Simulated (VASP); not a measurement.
Co, 2 atoms in the cell. The typed cell holds 2 atoms: a = 2.598 Å, b = 2.598 Å, c = 4.936 Å, α = 105.26°, β = 105.26°, γ = 120.00°. 

```yaml
Program: VASP 6.6.1
Task: single point
Functional: BLYP
Potentials_or_basis: VASP PAW PBE potentials, release 64 (Co)
Cutoff: 520 eV
k_mesh: 18 × 18 × 9
Occupations: fermi-dirac, width 0.05 eV
Spin: collinear spin, ferromagnetic start
Starting_moments: "[-1.692, -1.692] μB"
Dipole_correction: no
Further_INCAR_settings: ALGO = Normal; EDIFF = 1e-06; NBANDS = 20
```

Potentials or basis: VASP PAW PBE potentials, release 64 (Co).

Command:

```sh
$ cat potpaw_PBE.64/Co/POTCAR > POTCAR
$ mpirun -np 1 vasp_std > vasp.out
```

Hardware: 1 thread of Oxide Virtual Turin-like Processor, with other jobs on the host.

Task: Estimate the wall time of this run.

Result: It took 16 min on 1 thread of Oxide Virtual Turin-like Processor (shared host), peak memory 0.54 GiB. Counts: scf iterations 12, k points 775.
